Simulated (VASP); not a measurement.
**Re: single point with revPBE+D3(BJ)**

Re:

```
Re
1.0
     2.74907    0.00000    0.00000
    -1.37454    2.38076    0.00000
     0.00000    0.00000    4.44422
Re
2
Cartesian
  1.3745 0.7936 3.3332
  0.0000 1.5872 1.1111
```

- Program: VASP 6.6.1
- Task: single point
- Functional: revPBE
- Dispersion: D3(BJ)
- Potentials or basis: VASP PAW PBE potentials, release 64 (Re)
- Cutoff: 520 eV
- k mesh: 11 × 11 × 6
- Occupations: fermi-dirac, width 0.05 eV
- Spin: no spin polarisation

The pressure is -0.5 GPa, the band gap on the k mesh is zero (bands 7 and 8 overlap by 3.11 eV) and the dispersion energy per atom is -1.204 eV.

Stress tensor (GPa, compression positive):
```
-0.48  0.00  0.00
 0.00 -0.48  0.00
 0.00  0.00 -0.69
```

Levels at points of the mesh, in eV from the Fermi level:
```csv
k point,band 4,band 5,band 6,band 7,band 8,band 9,band 10,band 11
"(0.00, 0.00, 0.00)",-1.62,-1.62,-0.77,-0.77,0.19,0.19,0.61,3.41
"(0.00, 0.00, 0.50)",-2.43,-1.74,-1.74,-1.74,-1.74,2.58,2.58,2.58
```

It took 46 s on 1 thread of Intel Xeon 8259CL (shared host), peak memory 0.16 GiB.

Caveat: the PAW data sets were made with another functional, which shifts forces and pressure a little; spin-orbit coupling is left out, which moves the levels of the heavy elements.
